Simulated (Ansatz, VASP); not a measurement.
# CuO in VASP and in Ansatz

```xyz
4
Lattice="2.0814 -2.0824 0.1630 2.0814 2.0824 0.1630 -0.4035 0.0000 5.1353" Properties=species:S:1:pos:R:3 pbc="T T T"
Cu    1.0407    1.0412    0.0815
Cu    0.8389   -1.0412    2.6491
O     1.9805   -0.0003    1.4468
O     1.7788    0.0003    4.0144
```

Alike in both runs: functional PBE; k mesh 16 × 16 × 8; occupations gaussian, width 0.1 eV; no spin polarisation.

Ansatz relaxed the structure, and its values are those at the end. VASP's run is a single point on that final structure, the one shown.

|  | VASP | Ansatz |
| --- | --- | --- |
| version | VASP 6.6.1 | Ansatz 0.2.0 |
| potentials or method | VASP PAW PBE potentials, release 64 (Cu, O), cutoff 520 eV | scalar-relativistic, plane waves, PAW |
| valence electrons in the cell | 34 | 50 |

VASP gave:

| Quantity | Value |
| --- | --- |
| gap on the k mesh at the Fermi level (eV) | none |
| pressure (GPa) | 0.7 |

Q: What did Ansatz give for the same quantities?

A: gap on the k mesh at the Fermi level (eV): none; pressure (GPa): 0.0.

A gap of «none» marks a metal or a gap that the smearing closes. The functional is the same, so the differences come from potentials, cutoffs and numerics. VASP's potentials hold 34 valence electrons a cell and Ansatz's 50, so a difference there can come from the potentials and not from the codes.
